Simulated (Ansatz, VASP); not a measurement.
One calculation of Yb, two programs

```
Yb
1.0
     0.00000    2.76127    2.76127
     2.76127    0.00000    2.76127
     2.76127    2.76127    0.00000
Yb
1
Direct
  0.00000 0.00000 0.00000
```

Change from the starting cell: volume scaled by 1.02, PAW files.

Alike in both runs: task electric field gradients; functional PBE; k mesh 12 × 12 × 12; occupations fermi-dirac, width 0.05 eV; no spin polarisation.

|  | VASP | Ansatz |
| --- | --- | --- |
| version | VASP 6.6.1 | Ansatz 0.2.0 |
| potentials or method | VASP PAW PBE potentials, release 64 (Yb) | PAW with Ansatz's default frozen-core files, scalar-relativistic |
| plane-wave cutoff (eV) | 520 | 420 |
| valence electrons in the cell | 24 | 24 |

VASP gave:

| Item | Value |
| --- | --- |
| pressure (GPa) | -2.6 |

Task: Which values does Ansatz return?

Result: Pressure (GPa): -2.3.

With one functional, cell and mesh, what is left measures potentials, basis and numerics.

Spin-orbit coupling is off throughout.
